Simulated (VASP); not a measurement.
# GaN (I-4m2) in VASP: notebook

GaN is run at these levels: PBE; tasks: single point.

Everything below comes from runs of VASP 6.6.1. Logs are shortened: lines on timing, memory, paths and dates and some standing lists are left out, and cuts for length are marked.

**1. The cell of the first run**

The structure is tetragonal, space group I-4m2 (No. 119). The conventional cell has a = 3.072 Å, b = 3.072 Å, c = 4.671 Å, α = 90.00°, β = 90.00°, γ = 90.00°. Ga (site symmetry -4m2) has 4 N at 1.93 Å within 2.6 Å. Within 2.6 Å of N (site symmetry -4m2) lie 4 Ga at 1.93 Å.

**2. Single point, PBE (biaxial strain in the a-b plane: -4.5 %)**

Input file INCAR:

```
  ALGO = Normal
  EDIFF = 1E-7
  ENCUT = 520
  GGA = PE
  ISIF = 2
  ISMEAR = 0
  LASPH = True
  LCHARG = False
  LREAL = False
  LWAVE = False
  NBANDS = 26
  NELM = 80
  PREC = Accurate
  SIGMA = 0.02
```

Input file KPOINTS:

```
k-points
0
Gamma
  8 8 6
```

Input file POSCAR:

```
GaN
1.0
    2.1718977618      2.1718977618      0.0000000000
   -2.1718977618      2.1718977618      0.0000000000
    0.0000000000      0.0000000000      4.6712858667
Ga N
2 2
Direct
    0.0000000000      0.0000000000      0.0000000000
    0.5000000000      0.5000000000      0.5000000000
    0.5000000000      0.0000000000      0.2500000000
    0.0000000000      0.5000000000      0.7500000000
```

Potentials or basis: VASP PAW PBE potentials, release 64 (Ga_d, N).

Command:

```
> cat potpaw_PBE.64/Ga_d/POTCAR potpaw_PBE.64/N/POTCAR > POTCAR
> mpirun -np 1 vasp_std > vasp.out
```

OUTCAR:

```text
EDIFF = 1E-7
   ENCUT = 520
   GGA = PE
   ISIF = 2
   ISMEAR = 0
   LASPH = True
   LREAL = False
   NELM = 80
   PREC = Accurate

 ion  position               nearest neighbor table
   1  0.000  0.000  0.000-   3 1.93   4 1.93   4 1.93   3 1.93
   2  0.500  0.500  0.500-   3 1.93   4 1.93   3 1.93   4 1.93
   3  0.500  0.000  0.250-   1 1.93   2 1.93   2 1.93   1 1.93
   4  0.000  0.500  0.750-   1 1.93   2 1.93   1 1.93   2 1.93

  LATTYP: Found a simple tetragonal cell.
 ALAT       =     3.0715272708
 C/A-ratio  =     1.5208348990

  Lattice vectors:

 A1 = (   2.1718977618,   2.1718977618,   0.0000000000)
 A2 = (  -2.1718977618,   2.1718977618,   0.0000000000)
 A3 = (   0.0000000000,   0.0000000000,   4.6712858667)

Analysis of symmetry for initial positions (statically):
=====================================================================
 Subroutine PRICEL returns following result:

  LATTYP: Found a body centered tetragonal cell.
 ALAT       =     3.0715272708
 C/A-ratio  =     1.5208348990

  Lattice vectors:

 A1 = (   2.1718977618,   0.0000000000,  -2.3356429334)
 A2 = (  -2.1718977618,   0.0000000000,  -2.3356429333)
 A3 = (   0.0000000000,   2.1718977618,   2.3356429333)

   2 primitive cells build up your supercell.

 Routine SETGRP: Setting up the symmetry group for a
 simple tetragonal supercell.

 Subroutine GETGRP returns: Found  8 space group operations
 (whereof  8 operations were pure point group operations)
 out of a pool of 16 trial point group operations.

The static configuration has the point symmetry D_2d.

Analysis of symmetry for dynamics (positions and initial velocities):
=====================================================================
 Subroutine PRICEL returns following result:

  LATTYP: Found a body centered tetragonal cell.
 ALAT       =     3.0715272708
 C/A-ratio  =     1.5208348990

  Lattice vectors:

 A1 = (   2.1718977618,   0.0000000000,  -2.3356429334)
 A2 = (  -2.1718977618,   0.0000000000,  -2.3356429333)
 A3 = (   0.0000000000,   2.1718977618,   2.3356429333)

   2 primitive cells build up your supercell.

 Routine SETGRP: Setting up the symmetry group for a
 simple tetragonal supercell.

 Subroutine GETGRP returns: Found  8 space group operations
 (whereof  8 operations were pure point group operations)
 out of a pool of 16 trial point group operations.

The dynamic configuration has the point symmetry D_2d.

 Subroutine INISYM returns: Found  8 space group operations
 (whereof  8 operations are pure point group operations),
 and found     2 'primitive' translations

----------------------------------------------------------------------------------------

                                     Primitive cell

  volume of cell :      22.0351

  direct lattice vectors                    reciprocal lattice vectors
     2.171897762  0.000000000 -2.335642933     0.230213415  0.230213415 -0.214073818
    -2.171897762  0.000000000 -2.335642933    -0.230213415  0.230213415 -0.214073818
     0.000000000  2.171897762  2.335642933     0.000000000  0.460426829  0.000000000

  length of vectors
     3.189414962  3.189414962  3.189414962     0.389646034  0.389646034  0.460426829

  position of ions in fractional coordinates (direct lattice)
     0.000000000  0.000000000  0.000000000
     0.250000000  0.750000000  0.500000000

  ion indices of the primitive-cell ions
   primitive index   ion index
                 1           1
                 2           3

----------------------------------------------------------------------------------------

 KPOINTS: k-points

Automatic generation of k-mesh.
 Grid dimensions read from file:
 generate k-points for:    8    8    6

 Generating k-lattice:

  Cartesian coordinates                     Fractional coordinates (reciprocal lattice)
     0.028776677  0.028776677  0.000000000     0.125000000  0.000000000  0.000000000
    -0.028776677  0.028776677  0.000000000     0.000000000  0.125000000  0.000000000
     0.000000000  0.000000000  0.035678970     0.000000000  0.000000000  0.166666667

  Length of vectors
     0.040696367  0.040696367  0.035678970

  Shift w.r.t. Gamma in fractional coordinates (k-lattice)
     0.000000000  0.000000000  0.000000000

 Subroutine IBZKPT returns following result:
 ===========================================

 Found     60 irreducible k-points:

 Following reciprocal coordinates:
            Coordinates               Weight
  0.000000  0.000000  0.000000      1.000000
  0.125000  0.000000  0.000000      4.000000
  0.250000  0.000000  0.000000      4.000000
  0.375000  0.000000  0.000000      4.000000
  0.500000  0.000000  0.000000      2.000000
  0.125000  0.125000  0.000000      4.000000
[... 16 lines left out ...]
  0.375000  0.125000  0.166667     16.000000
  0.500000  0.125000  0.166667      8.000000
 [... further k-points ...]
   k-points           NKPTS =     60   k-points in BZ     NKDIM =     60   number of bands    NBANDS=     26
   number of dos      NEDOS =    301   number of ions     NIONS =      4
   total plane-waves  NPLWV =  20736
   dimension x,y,z NGX =    24 NGY =   24 NGZ =   36
   dimension x,y,z NGXF=    48 NGYF=   48 NGZF=   72
   ions per type =               2   2
   NGX,Y,Z   is equivalent  to a cutoff of  12.99, 12.99, 12.81 a.u.
   NGXF,Y,Z  is equivalent  to a cutoff of  25.98, 25.98, 25.62 a.u.
 SYSTEM =  unknown system
   PREC   = accura    normal or accurate (medium, high low for compatibility)
   ISTART =      0    job   : 0-new  1-cont  2-samecut
   ICHARG =      2    charge: 1-file 2-atom 10-const
   ISPIN  =      1    spin polarized calculation?
   LNONCOLLINEAR =      F non collinear calculations
   LSORBIT =      F    spin-orbit coupling
   LASPH  =      T    aspherical Exc in radial PAW
   ENCUT  =  520.0 eV  38.22 Ry    6.18 a.u.   5.71  5.71  8.69*2*pi/ulx,y,z
   NELM   =     80;   NELMIN=  2; NELMDL= -5     # of ELM steps
   EDIFF  = 0.1E-06   stopping-criterion for ELM
   LREAL  =      F    real-space projection
   EDIFFG = 0.1E-05   stopping-criterion for IOM
   NSW    =      0    number of steps for IOM
   IBRION =     -1    ionic relax: 0-MD 1-quasi-New 2-CG
   NFREE  =      0    steps in history (QN), initial steepest desc. (CG)
   ISIF   =      2    stress and relaxation
   ISYM   =      2    0-nonsym 1-usesym 2-fastsym
   POTIM  = 0.5000    time-step for ionic-motion
   TEBEG  =    0.0;   TEEND  =   0.0 temperature during run
   PSTRESS=    0.0 pullay stress
   NELECT =      36.0000    total number of electrons
   NUPDOWN=      -1.0000    fix difference up-down
   EMIN   =  10.00;   EMAX   =-10.00  energy-range for DOS
   EFERMI =   0.00;   METHOD = LEGACY
   ISMEAR =     0;   SIGMA  =   0.02  broadening in eV -4-tet -1-fermi 0-gaus
   EFERMI_NEDOS =   21; number of points for ismear=-14 and -15
   IALGO  =     38    algorithm
   IMIX   =      4    mixing-type and parameters
     AMIX     =   0.40;   BMIX     =  1.00
     AMIX_MAG =   1.60;   BMIX_MAG =  1.00
  volume/ion in A,a.u.               =      11.02        74.35
  Fermi-wavevector in a.u.,A,eV,Ry     =   1.530361  2.891963 31.864916  2.342005
  Thomas-Fermi vector in A             =   2.637855
   LORBIT       =      0    0 simple, 1 ext, 2 COOP (PROOUT), +10 PAW based schemes
   GGA     = PE    functional components
   LHFCALC =     F    Hartree Fock is set to
   AEXX    =    0.0000 exact exchange contribution
   IVDW    =     0    specifies the selected vdW correction
   LEPSILON=     F    determine dielectric tensor
   LRPA    =     F    only Hartree local field effects (RPA)
 non-spin polarized calculation
 Gauss-broadening in eV      SIGMA  =   0.02
  energy-cutoff  :      520.00
  volume of cell :       44.07
 maximum number of plane-waves:      1208
 NGX is ok and might be reduce to    24
   NGX = 11   NGY = 11   NGZ = 17

 number of electron      35.9999997 magnetization

 Free energy of the ion-electron system (eV)
  ---------------------------------------------------
  ext. energy  EPLUGINS =         0.00000000
  ---------------------------------------------------
  free energy    TOTEN  =       -24.12616024 eV

  energy without entropy =      -24.12616024  energy(sigma->0) =      -24.12616024

 E-fermi :   5.9329     XC(G=0): -11.8774

 val. band max:        5.8336859414   @ k =   0.0000   0.0000   0.0000
 cond. band min:       7.6546200913   @ k =   0.0000   0.0000   0.0000
 fundamental gap:      1.8209341498
 Fermi energy:         5.9328808373

 k-point     1 :       0.0000    0.0000    0.0000
  band No.  band energies     occupation
      1     -10.5516      2.00000
      2      -9.3310      2.00000
      3      -7.8431      2.00000
      4      -7.7538      2.00000
      5      -7.7538      2.00000
      6      -7.6666      2.00000
[... 18 lines left out ...]
     25      17.0016      0.00000
     26      20.3230      0.00000

 k-point     2 :       0.1250    0.0000    0.0000
  band No.  band energies     occupation
      1     -10.4222      2.00000
      2      -9.3311      2.00000
      3      -7.8187      2.00000
      4      -7.7408      2.00000
      5      -7.7247      2.00000
      6      -7.6527      2.00000
[... 18 lines left out ...]
     25      16.9090      0.00000
     26      19.9878      0.00000

 k-point     3 :       0.2500    0.0000    0.0000
  band No.  band energies     occupation
      1     -10.0927      2.00000
      2      -9.3414      2.00000
      3      -7.7683      2.00000
      4      -7.7050      2.00000
      5      -7.6551      2.00000
      6      -7.6002      2.00000
[... 18 lines left out ...]
     25      16.8938      0.00000
     26      19.1940      0.00000

 k-point     4 :       0.3750    0.0000    0.0000
  band No.  band energies     occupation
      1      -9.7310      2.00000
      2      -9.3837      2.00000
      3      -7.7266      2.00000
      4      -7.6846      2.00000
      5      -7.6548      2.00000
      6      -7.5421      2.00000
[... 18 lines left out ...]
     25      17.4034      0.00000
     26      18.3762      0.00000
[... 496 lines left out ...]
      1      -9.9330      2.00000
      2      -9.3623      2.00000
      3      -7.7341      2.00000
      4      -7.6810      2.00000
      5      -7.6436      2.00000
      6      -7.5614      2.00000
[... 18 lines left out ...]
     25      17.3845      0.00000
     26      18.2143      0.00000

 k-point    23 :       0.3750    0.1250    0.1667
  band No.  band energies     occupation
      1      -9.6426      2.00000
      2      -9.3846      2.00000
      3      -7.6985      2.00000
      4      -7.6724      2.00000
      5      -7.6455      2.00000
      6      -7.5766      2.00000
[... 18 lines left out ...]
     25      17.4459      0.00000
     26      18.1266      0.00000

 k-point    24 :       0.5000    0.1250    0.1667
  band No.  band energies     occupation
      1      -9.4631      2.00000
      2      -9.4631      2.00000
      3      -7.6831      2.00000
      4      -7.6831      2.00000
      5      -7.6111      2.00000
      6      -7.6111      2.00000
[... 18 lines left out ...]
     25      17.8120      0.00000
     26      17.8120      0.00000

 [... further k-points ...]
[... 5 lines left out ...]
  --------------------------------------------------------------------------------------
  -------------------------------------------------------------------------------------
  Total        4.3960965      4.3960965      1.5736313      0.0000000     -0.0000000      0.0000000
  in kB      159.8205427    159.8205427     57.2095292      0.0000000     -0.0000000      0.0000000
  external PRESSURE =     125.6168715 kB  Pullay stress =       0.0000000 kB

 VOLUME and BASIS-vectors are now :
 -----------------------------------------------------------------------------
  energy-cutoff  :      520.00
  volume of cell :       44.07
      direct lattice vectors                 reciprocal lattice vectors
     2.171897762  2.171897762  0.000000000     0.230213415  0.230213415  0.000000000
    -2.171897762  2.171897762  0.000000000    -0.230213415  0.230213415  0.000000000
     0.000000000  0.000000000  4.671285867     0.000000000  0.000000000  0.214073818

 POSITION                                       TOTAL-FORCE (eV/Angst)
 -----------------------------------------------------------------------------------
      0.00000      0.00000      0.00000         0.000000      0.000000      0.000000
      0.00000      2.17190      2.33564         0.000000      0.000000     -0.000000
      1.08595      1.08595      1.16782        -0.000000     -0.000000      0.000000
     -1.08595      1.08595      3.50346        -0.000000     -0.000000      0.000000
 -----------------------------------------------------------------------------------
    total drift:                               -0.000000      0.000000     -0.000000

  FREE ENERGIE OF THE ION-ELECTRON SYSTEM (eV)
  ---------------------------------------------------
  free  energy   TOTEN  =       -24.1261602367 eV

  energy  without entropy=      -24.1261602367  energy(sigma->0) =      -24.12616024
```

Wall time 57 s (1 thread of AMD EPYC 7R43 (Zen 3), shared host); peak memory 0.15 GiB.

What came out:

| Item | Value |
| --- | --- |
| Free energy | -24.1262 eV |
| Pressure | 12.6 GPa |
| Band gap on the k mesh | 1.82 eV |

Stress tensor (GPa, compression positive):
```
15.98  0.00  0.00
 0.00 15.98  0.00
 0.00  0.00  5.72
```

Levels at points of the mesh, in eV from the valence-band top:
```tsv
k point	band 15	band 16	band 17	band 18	band 19	band 20	band 21	band 22
(0.00, 0.00, 0.00)	-2.57	-0.39	0.00	0.00	1.82	3.61	7.53	10.38
(0.50, 0.00, 0.00)	-3.86	-3.86	-0.88	-0.88	6.74	6.74	8.00	8.00
(0.50, 0.50, 0.00)	-3.14	-3.14	-3.11	-3.11	3.09	3.09	6.37	6.37
(0.00, 0.00, 0.50)	-1.42	-1.42	-1.42	-1.42	4.49	4.49	7.89	7.89
(0.50, 0.00, 0.50)	-1.44	-1.44	-0.85	-0.85	4.62	4.62	8.80	8.80
(0.50, 0.50, 0.50)	-3.96	-3.96	-3.93	-3.93	5.83	5.83	8.44	8.44
```

Caveat: the cell differs from its parent crystal (biaxial strain in the a-b plane: -4.5 %).

(Continued in part 2 of 2.)
